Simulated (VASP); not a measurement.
# GaSb (F-43m) in VASP: further runs

The runs below take GaSb through single point, with r2SCAN.

Everything below comes from runs of VASP 6.6.1. Logs are shortened: lines on timing, memory, paths and dates and some standing lists are left out, and cuts for length are marked.

## 1. The cell of the first run

It takes space group F-43m (No. 216, cubic). Conventional cell: a = 6.007 Å, b = 6.007 Å, c = 6.007 Å, α = 90.00°, β = 90.00°, γ = 90.00°. Ga (site symmetry -43m) has 4 Sb at 2.60 Å within 3.4 Å. Within 3.4 Å of Sb (site symmetry -43m) lie 4 Ga at 2.60 Å.

## 2. Single point, r2SCAN (volume scaled by 0.94)

Contents of POSCAR:

```
GaSb
1.0
    0.0000000000      3.0035564524      3.0035564524
    3.0035564524      0.0000000000      3.0035564524
    3.0035564524      3.0035564524      0.0000000000
Ga Sb
1 1
Direct
    0.0000000000      0.0000000000      0.0000000000
    0.2500000000      0.2500000000      0.2500000000
```

Contents of INCAR.step1:

```
SYSTEM = GaSb
PREC = Accurate ; ENCUT = 520
ISMEAR = 0 ; SIGMA = 0.02
LREAL = .False. ; LASPH = .True.
NELM = 100 ; NBANDS = 16
GGA = PE ; ALGO = Normal
EDIFF = 1E-4 ; LWAVE = .True.
LCHARG = .False.
```

Contents of INCAR.step2:

```
SYSTEM = GaSb
PREC = Accurate ; ENCUT = 520
EDIFF = 1E-6 ; ISMEAR = 0
SIGMA = 0.02 ; LREAL = .False.
LASPH = .True. ; NELM = 100
ALGO = Normal ; ISIF = 2
LWAVE = .False. ; LCHARG = .False.
METAGGA = R2SCAN ; LMIXTAU = .True.
NBANDS = 16 ; ISTART = 1
```

Contents of KPOINTS:

```
Automatic mesh
0
Gamma
  10 10 10
  0 0 0
```

Potentials or basis: VASP PAW PBE potentials, release 64 (Ga_d, Sb).

Command:

```bash
$ cat potpaw_PBE.64/Ga_d/POTCAR potpaw_PBE.64/Sb/POTCAR > POTCAR
$ cp INCAR.step1 INCAR
$ mpirun -np 1 vasp_std > vasp.out
$ cp INCAR.step2 INCAR
$ mpirun -np 1 vasp_std > vasp.out
```

OUTCAR:

```text
SYSTEM = GaSb
   PREC = Accurate
   ENCUT = 520
   EDIFF = 1E-6
   ISMEAR = 0
   LREAL = .False.
   LASPH = .True.
   NELM = 100
   ISIF = 2
   METAGGA = R2SCAN
   ISTART = 1

 ion  position               nearest neighbor table
   1  0.000  0.000  0.000-   2 2.60   2 2.60   2 2.60   2 2.60
   2  0.250  0.250  0.250-   1 2.60   1 2.60   1 2.60   1 2.60

  LATTYP: Found a face centered cubic cell.
 ALAT       =     6.0071129048

  Lattice vectors:

 A1 = (   0.0000000000,   3.0035564524,   3.0035564524)
 A2 = (   3.0035564524,   0.0000000000,   3.0035564524)
 A3 = (   3.0035564524,   3.0035564524,   0.0000000000)

Analysis of symmetry for initial positions (statically):
=====================================================================
 Subroutine PRICEL returns:
 Original cell was already a primitive cell.

 Routine SETGRP: Setting up the symmetry group for a
 face centered cubic supercell.

 Subroutine GETGRP returns: Found 24 space group operations
 (whereof 24 operations were pure point group operations)
 out of a pool of 48 trial point group operations.

The static configuration has the point symmetry T_d .

Analysis of symmetry for dynamics (positions and initial velocities):
=====================================================================
 Subroutine PRICEL returns:
 Original cell was already a primitive cell.

 Routine SETGRP: Setting up the symmetry group for a
 face centered cubic supercell.

 Subroutine GETGRP returns: Found 24 space group operations
 (whereof 24 operations were pure point group operations)
 out of a pool of 48 trial point group operations.

The dynamic configuration has the point symmetry T_d .

 Subroutine INISYM returns: Found 24 space group operations
 (whereof 24 operations are pure point group operations),
 and found     1 'primitive' translations

----------------------------------------------------------------------------------------

                                     Primitive cell

  volume of cell :      54.1923

  direct lattice vectors                    reciprocal lattice vectors
     0.000000000  3.003556452  3.003556452    -0.166469320  0.166469320  0.166469320
     3.003556452  0.000000000  3.003556452     0.166469320 -0.166469320  0.166469320
     3.003556452  3.003556452  0.000000000     0.166469320  0.166469320 -0.166469320

  length of vectors
     4.247670270  4.247670270  4.247670270     0.288333320  0.288333320  0.288333320

  position of ions in fractional coordinates (direct lattice)
     0.000000000  0.000000000  0.000000000
     0.250000000  0.250000000  0.250000000

  ion indices of the primitive-cell ions
   primitive index   ion index
                 1           1
                 2           2

----------------------------------------------------------------------------------------

 KPOINTS: Automatic mesh

Automatic generation of k-mesh.
 Grid dimensions read from file:
 generate k-points for:   10   10   10

 Generating k-lattice:

  Cartesian coordinates                     Fractional coordinates (reciprocal lattice)
    -0.016646932  0.016646932  0.016646932     0.100000000  0.000000000  0.000000000
     0.016646932 -0.016646932  0.016646932     0.000000000  0.100000000  0.000000000
     0.016646932  0.016646932 -0.016646932     0.000000000  0.000000000  0.100000000

  Length of vectors
     0.028833332  0.028833332  0.028833332

  Shift w.r.t. Gamma in fractional coordinates (k-lattice)
     0.000000000  0.000000000  0.000000000

 Subroutine IBZKPT returns following result:
 ===========================================

 Found     47 irreducible k-points:

 Following reciprocal coordinates:
            Coordinates               Weight
  0.000000  0.000000  0.000000      1.000000
  0.100000  0.000000  0.000000      8.000000
  0.200000  0.000000  0.000000      8.000000
  0.300000  0.000000  0.000000      8.000000
  0.400000  0.000000  0.000000      8.000000
  0.500000  0.000000  0.000000      4.000000
[... 16 lines left out ...]
  0.300000  0.300000  0.000000      6.000000
  0.400000  0.300000  0.000000     24.000000
 [... further k-points ...]
   k-points           NKPTS =     47   k-points in BZ     NKDIM =     47   number of bands    NBANDS=     16
   number of dos      NEDOS =    301   number of ions     NIONS =      2
   total plane-waves  NPLWV =  32768
   dimension x,y,z NGX =    32 NGY =   32 NGZ =   32
   dimension x,y,z NGXF=    64 NGYF=   64 NGZF=   64
   ions per type =               1   1
   NGX,Y,Z   is equivalent  to a cutoff of  12.52, 12.52, 12.52 a.u.
   NGXF,Y,Z  is equivalent  to a cutoff of  25.05, 25.05, 25.05 a.u.
 SYSTEM =  GaSb
   PREC   = accura    normal or accurate (medium, high low for compatibility)
   ISTART =      1    job   : 0-new  1-cont  2-samecut
   ICHARG =      0    charge: 1-file 2-atom 10-const
   ISPIN  =      1    spin polarized calculation?
   LNONCOLLINEAR =      F non collinear calculations
   LSORBIT =      F    spin-orbit coupling
   LASPH  =      T    aspherical Exc in radial PAW
   ENCUT  =  520.0 eV  38.22 Ry    6.18 a.u.   7.90  7.90  7.90*2*pi/ulx,y,z
   NELM   =    100;   NELMIN=  2; NELMDL=  0     # of ELM steps
   EDIFF  = 0.1E-05   stopping-criterion for ELM
   LREAL  =      F    real-space projection
   EDIFFG = 0.1E-04   stopping-criterion for IOM
   NSW    =      0    number of steps for IOM
   IBRION =     -1    ionic relax: 0-MD 1-quasi-New 2-CG
   NFREE  =      0    steps in history (QN), initial steepest desc. (CG)
   ISIF   =      2    stress and relaxation
   ISYM   =      2    0-nonsym 1-usesym 2-fastsym
   POTIM  = 0.5000    time-step for ionic-motion
   TEBEG  =    0.0;   TEEND  =   0.0 temperature during run
   PSTRESS=    0.0 pullay stress
   NELECT =      18.0000    total number of electrons
   NUPDOWN=      -1.0000    fix difference up-down
   EMIN   =  10.00;   EMAX   =-10.00  energy-range for DOS
   EFERMI =   0.00;   METHOD = LEGACY
   ISMEAR =     0;   SIGMA  =   0.02  broadening in eV -4-tet -1-fermi 0-gaus
   EFERMI_NEDOS =   21; number of points for ismear=-14 and -15
   IALGO  =     38    algorithm
   IMIX   =      4    mixing-type and parameters
     AMIX     =   0.40;   BMIX     =  1.00
     AMIX_MAG =   1.60;   BMIX_MAG =  1.00
  volume/ion in A,a.u.               =      27.10       182.85
  Fermi-wavevector in a.u.,A,eV,Ry     =   1.133757  2.142490 17.488987  1.285404
  Thomas-Fermi vector in A             =   2.270460
   LORBIT       =      0    0 simple, 1 ext, 2 COOP (PROOUT), +10 PAW based schemes
   METAGGA = R2SCAN    functional components
   LHFCALC =     F    Hartree Fock is set to
   AEXX    =    0.0000 exact exchange contribution
   IVDW    =     0    specifies the selected vdW correction
   LEPSILON=     F    determine dielectric tensor
   LRPA    =     F    only Hartree local field effects (RPA)
 non-spin polarized calculation
 Gauss-broadening in eV      SIGMA  =   0.02
  energy-cutoff  :      520.00
  volume of cell :       54.19
 maximum number of plane-waves:      1476
   NGX = 15   NGY = 15   NGZ = 15

 number of electron      18.0000004 magnetization

 Free energy of the ion-electron system (eV)
  ---------------------------------------------------
  ext. energy  EPLUGINS =         0.00000000
  ---------------------------------------------------
  free energy    TOTEN  =       -37.56398899 eV

  energy without entropy =      -37.56398899  energy(sigma->0) =      -37.56398899

 E-fermi :   5.3891     XC(G=0):  -9.9792

 val. band max:        5.2711778686   @ k =   0.0000   0.0000   0.0000
 cond. band min:       6.0859600382   @ k =   0.5000   0.0000   0.0000
 fundamental gap:      0.8147821696
 Fermi energy:         5.3891215731

 k-point     1 :       0.0000    0.0000    0.0000
  band No.  band energies     occupation
      1     -10.3423      2.00000
      2     -10.3423      2.00000
      3     -10.3423      2.00000
      4     -10.2759      2.00000
      5     -10.2759      2.00000
      6      -7.0737      2.00000
[... 8 lines left out ...]
     15      14.3867      0.00000
     16      14.3867      0.00000

 k-point     2 :       0.1000    0.0000    0.0000
  band No.  band energies     occupation
      1     -10.3461      2.00000
      2     -10.3408      2.00000
      3     -10.3407      2.00000
      4     -10.2761      2.00000
      5     -10.2761      2.00000
      6      -6.9577      2.00000
[... 8 lines left out ...]
     15      13.7228      0.00000
     16      13.7228      0.00000

 k-point     3 :       0.2000    0.0000    0.0000
  band No.  band energies     occupation
      1     -10.3559      2.00000
      2     -10.3368      2.00000
      3     -10.3368      2.00000
      4     -10.2764      2.00000
      5     -10.2764      2.00000
      6      -6.6192      2.00000
[... 8 lines left out ...]
     15      13.2723      0.00000
     16      13.2723      0.00000

 k-point     4 :       0.3000    0.0000    0.0000
  band No.  band energies     occupation
      1     -10.3675      2.00000
      2     -10.3323      2.00000
      3     -10.3323      2.00000
      4     -10.2764      2.00000
      5     -10.2764      2.00000
      6      -6.0967      2.00000
[... 8 lines left out ...]
     15      13.6296      0.00000
     16      13.6296      0.00000
[... 324 lines left out ...]
 k-point    22 :      -0.2000    0.2000    0.0000
  band No.  band energies     occupation
      1     -10.3719      2.00000
      2     -10.3305      2.00000
      3     -10.3281      2.00000
      4     -10.2785      2.00000
      5     -10.2760      2.00000
      6      -5.9123      2.00000
[... 8 lines left out ...]
     15      14.9078      0.00000
     16      15.4811      0.00000

 k-point    23 :       0.3000    0.3000    0.0000
  band No.  band energies     occupation
      1     -10.3833      2.00000
      2     -10.3212      2.00000
      3     -10.3211      2.00000
      4     -10.2859      2.00000
      5     -10.2725      2.00000
      6      -5.7350      2.00000
[... 8 lines left out ...]
     15      15.6326      0.00000
     16      16.2079      0.00000

 k-point    24 :       0.4000    0.3000    0.0000
  band No.  band energies     occupation
      1     -10.3900      2.00000
      2     -10.3178      2.00000
      3     -10.3171      2.00000
      4     -10.2875      2.00000
      5     -10.2721      2.00000
      6      -5.2427      2.00000
[... 8 lines left out ...]
     15      16.3106      0.00000
     16      16.6609      0.00000

 [... further k-points ...]

------------------------ aborting loop because EDIFF is reached ----------------------------------------

  FORCE on cell =-STRESS in cart. coord.  units (eV):
  Direction    XX          YY          ZZ          XY          YZ          ZX
  --------------------------------------------------------------------------------------
  -------------------------------------------------------------------------------------
  Total        1.3308081      1.3308081      1.3308081     -0.0000000      0.0000000     -0.0000000
  in kB       39.3449153     39.3449153     39.3449153     -0.0000000      0.0000000     -0.0000000
  external PRESSURE =      39.3449153 kB  Pullay stress =       0.0000000 kB

 VOLUME and BASIS-vectors are now :
 -----------------------------------------------------------------------------
  energy-cutoff  :      520.00
  volume of cell :       54.19
      direct lattice vectors                 reciprocal lattice vectors
     0.000000000  3.003556452  3.003556452    -0.166469320  0.166469320  0.166469320
     3.003556452  0.000000000  3.003556452     0.166469320 -0.166469320  0.166469320
     3.003556452  3.003556452  0.000000000     0.166469320  0.166469320 -0.166469320

 POSITION                                       TOTAL-FORCE (eV/Angst)
 -----------------------------------------------------------------------------------
      0.00000      0.00000      0.00000         0.000000      0.000000      0.000000
      1.50178      1.50178      1.50178        -0.000000     -0.000000     -0.000000
 -----------------------------------------------------------------------------------
    total drift:                               -0.000001     -0.000001     -0.000002

  FREE ENERGIE OF THE ION-ELECTRON SYSTEM (eV)
  ---------------------------------------------------
  free  energy   TOTEN  =       -37.5639889888 eV

  energy  without entropy=      -37.5639889888  energy(sigma->0) =      -37.56398899
```

Run time: 1.8 min. Hardware: 1 thread of Intel Xeon Platinum 8488C (Sapphire Rapids), shared host; peak memory 0.21 GiB.

What came out:

```
Free energy            : -37.5640 eV
Pressure               : 3.9 GPa
Band gap on the k mesh : 0.81 eV, indirect (least direct gap 0.87 eV)
```

Caveat: the PAW data sets were made with another functional, which shifts forces and pressure a little; spin-orbit coupling is left out, which moves the levels of the heavy elements. A k mesh can miss the band edges.

## 3. Single point, r2SCAN (volume scaled by 1.03)

Contents of POSCAR:

```
GaSb
1.0
    0.0000000000      3.0965083542      3.0965083542
    3.0965083542      0.0000000000      3.0965083542
    3.0965083542      3.0965083542      0.0000000000
Ga Sb
1 1
Direct
    0.0000000000      0.0000000000      0.0000000000
    0.2500000000      0.2500000000      0.2500000000
```

Contents of INCAR.step1:

```
PREC = Accurate
ENCUT = 520
ISMEAR = 0
SIGMA = 0.02
LREAL = False
LASPH = True
NELM = 80
NBANDS = 16
GGA = PE
ALGO = Normal
EDIFF = 1E-4
LWAVE = True
LCHARG = False
```

Contents of INCAR.step2:

```
PREC = Accurate
ENCUT = 520
EDIFF = 1E-6
ISMEAR = 0
SIGMA = 0.02
LREAL = False
LASPH = True
NELM = 80
ALGO = Normal
ISIF = 2
LWAVE = False
LCHARG = False
METAGGA = R2SCAN
LMIXTAU = True
NBANDS = 16
ISTART = 1
```

Contents of KPOINTS:

```
Automatic mesh
0
Gamma
  10 10 10
```

Potentials or basis: VASP PAW PBE potentials, release 64 (Ga_d, Sb).

Command:

```bash
$ cat potpaw_PBE.64/Ga_d/POTCAR potpaw_PBE.64/Sb/POTCAR > POTCAR
$ cp INCAR.step1 INCAR
$ mpirun -np 1 vasp_std > vasp.out
$ cp INCAR.step2 INCAR
$ mpirun -np 1 vasp_std > vasp.out
```

Wall time 2.6 min (1 thread of Intel Xeon Platinum 8488C (Sapphire Rapids), shared host); peak memory 0.24 GiB.

Results (log left out):

```
Free energy            : -37.5978 eV
Pressure               : -1.4 GPa
Band gap on the k mesh : 0.17 eV, direct
```

Levels at points of the mesh, in eV from the valence-band top:
```csv
k point,band 5,band 6,band 7,band 8,band 9,band 10,band 11,band 12,band 13,band 14
"(0.00, 0.00, 0.00)",-15.38,-11.67,0.00,0.00,0.00,0.18,2.99,2.99,2.99,6.30
"(0.50, 0.00, 0.00)",-15.38,-10.05,-6.40,-1.15,-1.15,0.60,4.01,4.01,6.93,9.74
"(0.50, 0.50, 0.00)",-15.37,-9.21,-6.88,-2.56,-2.56,1.15,1.55,9.02,9.02,10.46
```

Caveat: the PAW data sets were made with another functional, which shifts forces and pressure a little; spin-orbit coupling is left out, which moves the levels of the heavy elements. A k mesh can miss the band edges.
